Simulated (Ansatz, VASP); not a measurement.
# Two plane-wave programs on Te2Mo

```
Te Mo
1.0
     6.29308    0.00000   -0.07716
     0.00000    3.43850    0.00000
    -0.72503    0.00000   13.35382
Te Mo
8 4
Direct
  0.41282 0.00000 0.89524
  0.58718 0.50000 0.10476
  0.90507 0.50000 0.84705
  0.09493 0.00000 0.15295
  0.44273 0.50000 0.65238
  0.55727 0.00000 0.34762
  0.94447 0.00000 0.60510
  0.05553 0.50000 0.39490
  0.81811 0.00000 0.99215
  0.18189 0.50000 0.00785
  0.68024 0.50000 0.49347
  0.31976 0.00000 0.50653
```

Alike in both runs: functional LDA; k mesh 6 × 10 × 4; occupations gaussian, width 0.1 eV; no spin polarisation.

Ansatz relaxed the structure, and its values are those at the end. VASP's run is a single point on that final structure, the one shown.

```csv
,VASP,Ansatz
version,VASP 6.6.1,Ansatz 0.2.0
potentials or method,"VASP PAW LDA potentials, release 64 (Te, Mo_sv), cutoff 520 eV","scalar-relativistic, plane waves, PAW"
valence electrons in the cell,104,184
```

|  | VASP | Ansatz | Ansatz less VASP |
| --- | --- | --- | --- |
| gap on the k mesh at the Fermi level (eV) | none | none | - |
| pressure (GPa) | 0.3 | 0.0 | -0.27 |
| rms of the force components (eV/Å) | 0.023 | 0.001 | -0.0228 |

LDA's correlation is that of Perdew and Zunger in VASP and of Perdew and Wang (1992) in Ansatz. A gap of «none» marks a metal or a gap that the smearing closes. VASP's potentials hold 104 valence electrons a cell and Ansatz's 184, so a difference there can come from the potentials and not from the codes. Ansatz's warnings: structure snapped to symmetry.

Neither program's run includes spin-orbit coupling.
